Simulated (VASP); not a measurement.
Here is a VASP 6.6.1 calculation.

POSCAR

```
Hf
1.0
    2.3998695990     -4.0673339195      0.0000000000
    2.3998695990      4.0673339195      0.0000000000
    0.0000000000      0.0000000000      4.8061236695
Hf
4
Direct
    0.1525000000      0.8475000000      0.0785000000
    0.6525000000      0.3475000000      0.4215000000
    0.8475000000      0.1525000000      0.9215000000
    0.3475000000      0.6525000000      0.5785000000
```

File INCAR.step1:

```
  PREC = Accurate
  ENCUT = 600
  ISMEAR = 0
  SIGMA = 0.1
  LREAL = F
  LASPH = T
  NELM = 100
  GGA = PE
  ALGO = Normal
  EDIFF = 1E-4
  LWAVE = T
  LCHARG = F
```

INCAR.step2

```
  PREC = Accurate
  ENCUT = 600
  EDIFF = 1E-6
  ISMEAR = 0
  SIGMA = 0.1
  LREAL = F
  LASPH = T
  NELM = 100
  ALGO = Normal
  ISIF = 3
  LWAVE = F
  LCHARG = F
  METAGGA = R2SCAN
  LMIXTAU = T
  IBRION = 2
  NSW = 90
  EDIFFG = -0.04
  ISTART = 1
```

KPOINTS

```
regular mesh
0
Gamma
  4 4 4
```

Potentials or basis: VASP PAW PBE potentials, release 64 (Hf_pv).

Command:

```console
$ cat potpaw_PBE.64/Hf_pv/POTCAR > POTCAR
$ cp INCAR.step1 INCAR
$ mpirun -np 1 vasp_std > vasp.out
$ cp INCAR.step2 INCAR
$ mpirun -np 1 vasp_std > vasp.out
```

(1) Estimate the band gap on the k mesh.

(2) What does it give for the relaxed cell?

(3) What does it give for the relaxed volume?

Answers

(1) zero (bands 20 and 21 overlap by 0.87 eV).

(2) a = 5.696 Å, b = 5.696 Å, c = 4.260 Å, α = 90.00°, β = 90.00°, γ = 135.54°.

(3) 24.20 Å³/atom.

Caveat: the k points lie up to 0.39 Å⁻¹ apart in the final cell, too coarse for converged energies and pressures of a metal; a cell axis changed by over 15 % at a fixed basis, so the end point is rough; the PAW data sets were made with another functional, which shifts forces and pressure a little; spin-orbit coupling is left out, which moves the levels of the heavy elements.
